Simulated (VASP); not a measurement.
A run of VASP 6.6.1 is set up as follows.

File INCAR:

```
PREC = Accurate
ENCUT = 520
EDIFF = 1E-7
ISMEAR = 0
SIGMA = 0.017
LREAL = F
LASPH = T
NELM = 80
ALGO = Normal
ISIF = 2
LWAVE = F
LCHARG = F
GGA = PE
NBANDS = 36
```

The input KPOINTS:

```
regular mesh
0
Gamma
  8 8 4
```

Contents of POSCAR:

```
Ge
1.0
    3.9975858431      0.0000000000      0.0000000000
   -1.9987929216      3.4620108940      0.0000000000
    0.0000000000      0.0000000000      6.5993779500
Ge
4
Direct
    0.3333333333      0.6666666667      0.9370987500
    0.6666666667      0.3333333333      0.4370987500
    0.3333333333      0.6666666667      0.5629012500
    0.6666666667      0.3333333333      0.0629012500
```

Potentials or basis: VASP PAW PBE potentials, release 64 (Ge_d).

The run is started by

```console
$ cat potpaw_PBE.64/Ge_d/POTCAR > POTCAR
$ mpirun -np 1 vasp_std > vasp.out
```

Question: What does it give for the largest force?

Answer: 0.019 eV/Å.

Question: Estimate the pressure.

Answer: 2.9 GPa.

Stress tensor (GPa, compression positive):
```
2.99 0.00 0.00
0.00 2.99 0.00
0.00 0.00 2.77
```
